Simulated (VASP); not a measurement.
TiO2 (rutile type):

```
Ti O
1.0
     4.49644    0.00000    0.00000
     0.00000    4.49644    0.00000
     0.00000    0.00000    2.96765
Ti O
2 4
Direct
  0.00000 0.00000 0.00000
  0.50000 0.50000 0.50000
  0.30500 0.30500 0.00000
  0.69500 0.69500 0.00000
  0.80500 0.19500 0.50000
  0.19500 0.80500 0.50000
```

| Item | Value |
| --- | --- |
| Program | VASP 6.6.1 |
| Task | relaxation of cell and atoms |
| Functional | PBE |
| Potentials or basis | VASP PAW PBE potentials, release 64 (Ti_sv, O) |
| Cutoff | 600 eV |
| k mesh | 7 × 7 × 11 |
| Occupations | fermi-dirac, width 0.08 eV |
| Spin | no spin polarisation |

At the start: pressure 15.3 GPa; volume 10.00 Å³/atom.

Task: Where does the relaxation end?

Result: Over 10 steps the energy falls by 33.5 meV/atom and the volume is 10.67 Å³/atom (+6.7 %); space group P4_2/mnm (No. 136, to 0.1 Å) before and after.

The path:
```
step  energy change (eV)  largest force (eV/Å)  pressure (GPa)  volume (Å³)
   1              0.0000                0.2595           15.29        60.00
   2              0.0567                0.4463          -14.50        68.67
   3             -0.1777                0.1022           -0.56        63.84
   4             -0.1778                0.0958           -0.29        63.76
   5             -0.1991                0.0350            0.03        63.90
   6             -0.2012                0.0102            0.22        63.96
   7             -0.2012                0.0084            0.24        63.96
   8             -0.2012                0.0099           -0.24        64.11
   9             -0.2012                0.0092           -0.01        64.04
  10             -0.2013                0.0013            0.00        64.03
```

Final structure:
```yaml
crystal:
  lattice:
    - [4.64590, 0.00000, 0.00000]
    - [0.00000, 4.64590, 0.00000]
    - [0.00000, 0.00000, 2.96664]
  atoms:
    - { symbol: Ti, position: [0.00000, 0.00000, 0.00000] }
    - { symbol: Ti, position: [0.50000, 0.50000, 0.50000] }
    - { symbol: O, position: [0.30499, 0.30499, 0.00000] }
    - { symbol: O, position: [0.69501, 0.69501, 0.00000] }
    - { symbol: O, position: [0.80499, 0.19501, 0.50000] }
    - { symbol: O, position: [0.19501, 0.80499, 0.50000] }
```
